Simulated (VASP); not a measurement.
# Sr (Fm-3m) in VASP: further runs

The runs below take Sr through electric field gradients, with r2SCAN.

All numbers are computed with VASP 6.6.1; they aren't measurements. Logs are shortened: lines on timing, memory, paths and dates and some standing lists are left out, and cuts for length are marked.

## Step 1: The cell of the first run

The structure is cubic, space group Fm-3m (No. 225). The conventional cell has a = 6.117 Å, b = 6.117 Å, c = 6.117 Å, α = 90.00°, β = 90.00°, γ = 90.00°. Within 5.7 Å of Sr (site symmetry m-3m) lie 12 Sr at 4.33 Å.

## Step 2: Electric field gradients, r2SCAN (volume scaled by 1.025)

POSCAR reads:

```
Sr
1.0
    0.0000000000      3.0586753663      3.0586753663
    3.0586753663      0.0000000000      3.0586753663
    3.0586753663      3.0586753663      0.0000000000
Sr
1
Direct
    0.0000000000      0.0000000000      0.0000000000
```

INCAR.step1 reads:

```
SYSTEM = Sr
  PREC = Accurate
  ENCUT = 520
  ISMEAR = -1
  SIGMA = 0.03
  LREAL = .FALSE.
  LASPH = .TRUE.
  NELM = 60
  NBANDS = 11
  GGA = PE
  ALGO = Normal
  EDIFF = 1E-4
  LWAVE = .TRUE.
  LCHARG = .FALSE.
```

INCAR.step2 reads:

```
SYSTEM = Sr
  PREC = Accurate
  ENCUT = 520
  EDIFF = 1E-8
  ISMEAR = -1
  SIGMA = 0.03
  LREAL = .FALSE.
  LASPH = .TRUE.
  NELM = 60
  ALGO = Normal
  ISIF = 2
  LWAVE = .FALSE.
  LCHARG = .FALSE.
  METAGGA = R2SCAN
  LMIXTAU = .TRUE.
  LEFG = .TRUE.
  NBANDS = 11
  ISTART = 1
```

KPOINTS reads:

```
Automatic mesh
0
G
  9 9 9
  0 0 0
```

Potentials or basis: VASP PAW PBE potentials, release 64 (Sr_sv).

Launch:

```sh
$ cat potpaw_PBE.64/Sr_sv/POTCAR > POTCAR
$ cp INCAR.step1 INCAR
$ mpirun -np 1 vasp_std > vasp.out
$ cp INCAR.step2 INCAR
$ mpirun -np 1 vasp_std > vasp.out
```

OUTCAR:

```text
SYSTEM = Sr
   PREC = Accurate
   ENCUT = 520
   EDIFF = 1E-8
   ISMEAR = -1
   LREAL = .FALSE.
   LASPH = .TRUE.
   NELM = 60
   ISIF = 2
   METAGGA = R2SCAN
   ISTART = 1

 ion  position               nearest neighbor table
   1  0.000  0.000  0.000-

  LATTYP: Found a face centered cubic cell.
 ALAT       =     6.1173507326

  Lattice vectors:

 A1 = (   0.0000000000,   3.0586753663,   3.0586753663)
 A2 = (   3.0586753663,   0.0000000000,   3.0586753663)
 A3 = (   3.0586753663,   3.0586753663,   0.0000000000)

Analysis of symmetry for initial positions (statically):
=====================================================================
 Subroutine PRICEL returns:
 Original cell was already a primitive cell.

 Routine SETGRP: Setting up the symmetry group for a
 face centered cubic supercell.

 Subroutine GETGRP returns: Found 48 space group operations
 (whereof 48 operations were pure point group operations)
 out of a pool of 48 trial point group operations.

The static configuration has the point symmetry O_h .

Analysis of symmetry for dynamics (positions and initial velocities):
=====================================================================
 Subroutine PRICEL returns:
 Original cell was already a primitive cell.

 Routine SETGRP: Setting up the symmetry group for a
 face centered cubic supercell.

 Subroutine GETGRP returns: Found 48 space group operations
 (whereof 48 operations were pure point group operations)
 out of a pool of 48 trial point group operations.

The dynamic configuration has the point symmetry O_h .

 Subroutine INISYM returns: Found 48 space group operations
 (whereof 48 operations are pure point group operations),
 and found     1 'primitive' translations

----------------------------------------------------------------------------------------

                                     Primitive cell

  volume of cell :      57.2308

  direct lattice vectors                    reciprocal lattice vectors
     0.000000000  3.058675366  3.058675366    -0.163469457  0.163469457  0.163469457
     3.058675366  0.000000000  3.058675366     0.163469457 -0.163469457  0.163469457
     3.058675366  3.058675366  0.000000000     0.163469457  0.163469457 -0.163469457

[... 115 lines left out ...]
 maximum number of plane-waves:      1558
   NGX = 17   NGY = 17   NGZ = 17

 number of electron      10.0000000 magnetization

 Free energy of the ion-electron system (eV)
  ---------------------------------------------------
  ext. energy  EPLUGINS =         0.00000000
  ---------------------------------------------------
  free energy    TOTEN  =       -15.09696331 eV

  energy without entropy =      -15.09034290  energy(sigma->0) =      -15.09365311

 E-fermi :   1.4391     XC(G=0):  -7.6659

 val. band max:        1.4369473030   @ k =  -0.3333   0.4444   0.2222
 cond. band min:       1.4542717996   @ k =  -0.4444   0.2222   0.0000
 fundamental gap:      0.0173244966
 Fermi energy:         1.4391471800

 k-point     1 :       0.0000    0.0000    0.0000
  band No.  band energies     occupation
      1     -36.6319      2.00000
      2     -17.8963      2.00000
      3     -17.8963      2.00000
      4     -17.8963      2.00000
      5      -2.3036      2.00000
      6       4.1268      0.00000
      7       4.1268      0.00000
      8       4.1268      0.00000
      9       5.6134      0.00000
     10       5.6134      0.00000
     11       8.8714      0.00000
[... 309 lines left out ...]
 k-point    24 :       0.4444    0.4444    0.0000
  band No.  band energies     occupation
      1     -36.6156      2.00000
      2     -18.0586      2.00000
      3     -17.9587      2.00000
      4     -17.9587      2.00000
      5       0.7474      2.00000
      6       2.0349      0.00000
      7       2.5141      0.00000
      8       6.3416      0.00000
      9       6.3416      0.00000
     10       6.6108      0.00000
     11       7.6736      0.00000

 [... further k-points ...]
[... 5 lines left out ...]
  --------------------------------------------------------------------------------------
  -------------------------------------------------------------------------------------
  Total       -0.0313136     -0.0313136     -0.0313136      0.0000000      0.0000000     -0.0000000
  in kB       -0.8766244     -0.8766244     -0.8766244      0.0000000      0.0000000     -0.0000000
  external PRESSURE =      -0.8766244 kB  Pullay stress =       0.0000000 kB

 VOLUME and BASIS-vectors are now :
 -----------------------------------------------------------------------------
  energy-cutoff  :      520.00
  volume of cell :       57.23
      direct lattice vectors                 reciprocal lattice vectors
     0.000000000  3.058675366  3.058675366    -0.163469457  0.163469457  0.163469457
     3.058675366  0.000000000  3.058675366     0.163469457 -0.163469457  0.163469457
     3.058675366  3.058675366  0.000000000     0.163469457  0.163469457 -0.163469457

 POSITION                                       TOTAL-FORCE (eV/Angst)
 -----------------------------------------------------------------------------------
      0.00000      0.00000      0.00000         0.000000      0.000000     -0.000000
 -----------------------------------------------------------------------------------
    total drift:                                0.000000      0.000000     -0.000000

  FREE ENERGIE OF THE ION-ELECTRON SYSTEM (eV)
  ---------------------------------------------------
  free  energy   TOTEN  =       -15.0969633056 eV

  energy  without entropy=      -15.0903429048  energy(sigma->0) =      -15.09365311

 Electric field gradients (V/A^2)
---------------------------------------------------------------------
 ion       V_xx      V_yy      V_zz      V_xy      V_xz      V_yz
---------------------------------------------------------------------
   1       0.000    -0.000    -0.000    -0.000    -0.000    -0.000
---------------------------------------------------------------------

 Electric field gradients after diagonalization (V/A^2)
 (convention: |V_zz| > |V_xx| > |V_yy|)
----------------------------------------------------------------------
 ion       V_xx      V_yy      V_zz     asymmetry (V_yy - V_xx)/ V_zz
----------------------------------------------------------------------
   1       0.000     0.000    -0.000       0.000
----------------------------------------------------------------------

           NMR quadrupolar parameters

 Cq : quadrupolar parameter    Cq=e*Q*V_zz/h
 eta: asymmetry parameters     (V_yy - V_xx)/ V_zz
 Q  : nuclear electric quadrupole moment in mb (millibarn)
----------------------------------------------------------------------
 ion       Cq(MHz)       eta       Q (mb)
----------------------------------------------------------------------
   1      -0.000       0.000       1.000
----------------------------------------------------------------------
```

It took 47 s on 1 thread of Intel Xeon 6975P-C (Granite Rapids), shared host; peak memory 0.18 GiB.

What came out:

```
Free energy            : -15.0970 eV
Pressure               : -0.1 GPa
Band gap on the k mesh : zero (band 5 reaches 1.44 eV, above the bottom of band 6 at 1.42 eV)
```

Caveat: without QUAD_EFG the Cq values of the log hold for a quadrupole moment of 1 mb, not for the nuclei; the PAW data sets were made with another functional, which shifts forces and pressure a little.

## Step 3: Electric field gradients, r2SCAN (volume scaled by 1.05)

POSCAR reads:

```
Sr
1.0
    0.0000000000      3.0833431684      3.0833431684
    3.0833431684      0.0000000000      3.0833431684
    3.0833431684      3.0833431684      0.0000000000
Sr
1
Direct
    0.0000000000      0.0000000000      0.0000000000
```

INCAR.step1 reads:

```
PREC     = Accurate       # precision mode
ENCUT    = 520            # plane-wave cutoff, eV
ISMEAR   = -1             # smearing method
SIGMA    = 0.03           # smearing width, eV
LREAL    = F              # projectors in reciprocal space
LASPH    = T              # aspherical terms in the spheres
NELM     = 80             # most SCF steps
NBANDS   = 11             # bands
GGA      = PE             # functional
ALGO     = Normal         # electronic algorithm
EDIFF    = 1E-4           # SCF threshold, eV
LWAVE    = T              # write WAVECAR
LCHARG   = F              # write CHGCAR
```

INCAR.step2 reads:

```
PREC     = Accurate       # precision mode
ENCUT    = 520            # plane-wave cutoff, eV
EDIFF    = 1E-8           # SCF threshold, eV
ISMEAR   = -1             # smearing method
SIGMA    = 0.03           # smearing width, eV
LREAL    = F              # projectors in reciprocal space
LASPH    = T              # aspherical terms in the spheres
NELM     = 80             # most SCF steps
ALGO     = Normal         # electronic algorithm
ISIF     = 2              # what is computed and relaxed
LWAVE    = F              # write WAVECAR
LCHARG   = F              # write CHGCAR
METAGGA  = R2SCAN         # meta-GGA
LMIXTAU  = T            
LEFG     = T            
NBANDS   = 11             # bands
ISTART   = 1
```

KPOINTS reads:

```
Automatic mesh
0
Gamma
  9 9 9
```

Potentials or basis: VASP PAW PBE potentials, release 64 (Sr_sv).

Launch:

```sh
$ cat potpaw_PBE.64/Sr_sv/POTCAR > POTCAR
$ cp INCAR.step1 INCAR
$ mpirun -np 1 vasp_std > vasp.out
$ cp INCAR.step2 INCAR
$ mpirun -np 1 vasp_std > vasp.out
```

OUTCAR:

```text
PREC = Accurate
   ENCUT = 520
   EDIFF = 1E-8
   ISMEAR = -1
   LREAL = F
   LASPH = T
   NELM = 80
   ISIF = 2
   METAGGA = R2SCAN
   ISTART = 1

 ion  position               nearest neighbor table
   1  0.000  0.000  0.000-

  LATTYP: Found a face centered cubic cell.
 ALAT       =     6.1666863368

  Lattice vectors:

 A1 = (   0.0000000000,   3.0833431684,   3.0833431684)
 A2 = (   3.0833431684,   0.0000000000,   3.0833431684)
 A3 = (   3.0833431684,   3.0833431684,   0.0000000000)

Analysis of symmetry for initial positions (statically):
=====================================================================
 Subroutine PRICEL returns:
 Original cell was already a primitive cell.

 Routine SETGRP: Setting up the symmetry group for a
[... 517 lines left out ...]
  in kB       -3.3310305     -3.3310305     -3.3310305     -0.0000000     -0.0000000      0.0000000
  external PRESSURE =      -3.3310305 kB  Pullay stress =       0.0000000 kB

 VOLUME and BASIS-vectors are now :
 -----------------------------------------------------------------------------
  energy-cutoff  :      520.00
  volume of cell :       58.63
      direct lattice vectors                 reciprocal lattice vectors
     0.000000000  3.083343168  3.083343168    -0.162161645  0.162161645  0.162161645
     3.083343168  0.000000000  3.083343168     0.162161645 -0.162161645  0.162161645
     3.083343168  3.083343168  0.000000000     0.162161645  0.162161645 -0.162161645

 POSITION                                       TOTAL-FORCE (eV/Angst)
 -----------------------------------------------------------------------------------
      0.00000      0.00000      0.00000         0.000000      0.000000      0.000000
 -----------------------------------------------------------------------------------
    total drift:                                0.000000      0.000000      0.000000

  FREE ENERGIE OF THE ION-ELECTRON SYSTEM (eV)
  ---------------------------------------------------
  free  energy   TOTEN  =       -15.0951846482 eV

  energy  without entropy=      -15.0886905546  energy(sigma->0) =      -15.09193760

 Electric field gradients (V/A^2)
---------------------------------------------------------------------
 ion       V_xx      V_yy      V_zz      V_xy      V_xz      V_yz
---------------------------------------------------------------------
   1      -0.000    -0.000     0.000    -0.000    -0.000    -0.000
---------------------------------------------------------------------

 Electric field gradients after diagonalization (V/A^2)
 (convention: |V_zz| > |V_xx| > |V_yy|)
----------------------------------------------------------------------
 ion       V_xx      V_yy      V_zz     asymmetry (V_yy - V_xx)/ V_zz
----------------------------------------------------------------------
   1       0.000     0.000    -0.000       0.000
----------------------------------------------------------------------

           NMR quadrupolar parameters

 Cq : quadrupolar parameter    Cq=e*Q*V_zz/h
 eta: asymmetry parameters     (V_yy - V_xx)/ V_zz
 Q  : nuclear electric quadrupole moment in mb (millibarn)
----------------------------------------------------------------------
 ion       Cq(MHz)       eta       Q (mb)
----------------------------------------------------------------------
   1      -0.000       0.000       1.000
----------------------------------------------------------------------
```

OUTCAR.step1:

```text
PREC = Accurate
   ENCUT = 520
   ISMEAR = -1
   LREAL = F
   LASPH = T
   NELM = 80
[... 549 lines left out ...]

 POSITION                                       TOTAL-FORCE (eV/Angst)
 -----------------------------------------------------------------------------------
      0.00000      0.00000      0.00000         0.000000      0.000000      0.000000
 -----------------------------------------------------------------------------------
    total drift:                                0.000000      0.000000      0.000000

  FREE ENERGIE OF THE ION-ELECTRON SYSTEM (eV)
  ---------------------------------------------------
  free  energy   TOTEN  =        -1.6273907408 eV

  energy  without entropy=       -1.6221570399  energy(sigma->0) =       -1.62477389
```

OSZICAR.step1:

```text
N       E                     dE             d eps       ncg     rms          rms(c)
DAV:   1     0.370196476040E+02    0.37020E+02   -0.46927E+03   770   0.783E+02
DAV:   2     0.240124273389E-01   -0.36996E+02   -0.36426E+02   920   0.156E+02
DAV:   3    -0.151114731352E+01   -0.15352E+01   -0.15166E+01  1074   0.244E+01
DAV:   4    -0.162218291392E+01   -0.11104E+00   -0.11066E+00  1049   0.527E+00
DAV:   5    -0.162324205403E+01   -0.10591E-02   -0.10591E-02  1061   0.541E-01    0.106E+01
DAV:   6    -0.162574078382E+01   -0.24987E-02   -0.69759E-03   890   0.943E-01    0.595E+00
DAV:   7    -0.162737660993E+01   -0.16358E-02   -0.11941E-02   871   0.123E+00    0.292E-01
DAV:   8    -0.162736791417E+01    0.86958E-05   -0.13998E-03  1162   0.225E-01    0.678E-02
DAV:   9    -0.162739074080E+01   -0.22827E-04   -0.27707E-05   522   0.405E-02
   1 F= -.16273907E+01 E0= -.16247739E+01  d E =-.523370E-02
```

It took 58 s on 1 thread of Intel Xeon 6975P-C (Granite Rapids), shared host; peak memory 0.18 GiB.

What came out:

```
Free energy            : -15.0952 eV
Pressure               : -0.3 GPa
Band gap on the k mesh : zero (band 5 reaches 1.36 eV, above the bottom of band 6 at 1.32 eV)
```

Levels at points of the mesh, in eV from the Fermi level:
```
           k point  band 2  band 3  band 4  band 5  band 6  band 7  band 8  band 9
(0.00, 0.00, 0.00)  -19.39  -19.39  -19.39   -3.70    2.66    2.66    2.66    4.11
```

Caveat: without QUAD_EFG the Cq values of the log hold for a quadrupole moment of 1 mb, not for the nuclei; the PAW data sets were made with another functional, which shifts forces and pressure a little.
